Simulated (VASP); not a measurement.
Runs of VASP 6.6.1 on Cd. The structure is that of space group P6_3/mmc (No. 194), or close to it. The cells are those of the table. 

| cell | k mesh | gap on the mesh (eV) | pressure (GPa) |
| --- | --- | --- | --- |
| a = 3.022, b = 3.022, c = 9.618 Å, angles 90.0, 90.0, 120.0°, 4 atoms | 13 × 13 × 4 | none | (a) |
| a = 3.153, b = 3.153, c = 10.037 Å, angles 90.0, 90.0, 120.0°, 4 atoms | 15 × 15 × 4 | none | 0.3 |
| a = 3.275, b = 3.275, c = 10.423 Å, angles 90.0, 90.0, 120.0°, 4 atoms | 13 × 13 × 4 | none | -4.0 |
| a = 3.153, b = 3.153, c = 10.037 Å, angles 90.0, 90.0, 120.0°, 4 atoms | 12 × 12 × 3 | none | 0.3 |
| a = 3.067, b = 3.067, c = 9.762 Å, angles 90.0, 90.0, 120.0°, 4 atoms | 13 × 13 × 4 | none | 6.3 |
| a = 3.111, b = 3.111, c = 9.901 Å, angles 90.0, 90.0, 120.0°, 4 atoms | 13 × 13 × 4 | none | 3.0 |

Alike in all rows: task single point; level r2SCAN; potentials or basis VASP PAW PBE potentials, release 64 (Cd); no spin polarisation; cutoff (eV) 520; smearing fermi-dirac 0.1 eV.

Fill in the values left out.

(a) 10.6.

Caveats: the PAW data sets were made with another functional, which shifts forces and pressure a little; the cell stands under pressure (at least some runs); the cell stands under tension (at least some runs).

A k mesh can miss the band edges, and the runs leave out spin-orbit coupling on Cd.

A gap of «none» marks levels without a gap at the run's occupations.
